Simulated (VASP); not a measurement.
A run of VASP 6.6.1:

File INCAR:

```
PREC     = Accurate       # precision mode
ENCUT    = 500            # plane-wave cutoff, eV
EDIFF    = 1E-6           # SCF threshold, eV
ISMEAR   = 0              # smearing method
SIGMA    = 0.05           # smearing width, eV
LREAL    = False          # projectors in reciprocal space
LASPH    = True           # aspherical terms in the spheres
NELM     = 200            # most SCF steps
ALGO     = Normal         # electronic algorithm
ISIF     = 2              # what is computed and relaxed
LWAVE    = False          # write WAVECAR
LCHARG   = False          # write CHGCAR
MAGMOM   = 0 0 0 0 0 0    # initial moments
LORBIT   = 11             # projections on sites
LSORBIT  = True           # spin-orbit coupling
GGA_COMPAT= False        
LORBMOM  = True         
GGA      = PE             # functional
NBANDS   = 28             # bands
```

Contents of KPOINTS:

```
regular mesh
0
Gamma
  6 6 6
```

The input POSCAR:

```
CsI
1.0
    4.6675714917      0.0000000000      0.0000000000
    0.0000000000      4.6675714917      0.0000000000
    0.0000000000      0.0000000000      4.6675714917
Cs I
1 1
Direct
    0.0000000000      0.0000000000      0.0000000000
    0.5000000000      0.5000000000      0.5000000000
```

Potentials or basis: VASP PAW PBE potentials, release 64 (Cs_sv, I).

Launch:

```bash
$ cat potpaw_PBE.64/Cs_sv/POTCAR potpaw_PBE.64/I/POTCAR > POTCAR
$ mpirun -np 1 vasp_ncl > vasp.out
```

Hardware: 1 thread of Intel(R) Xeon(R) 6975P-C (Granite Rapids) (shared host).

Question: How long does it take, and how much memory?

Answer: It took 50 s on 1 thread of Intel(R) Xeon(R) 6975P-C (Granite Rapids) (shared host), peak memory 0.41 GiB. Counts: scf iterations 13, k points 20.
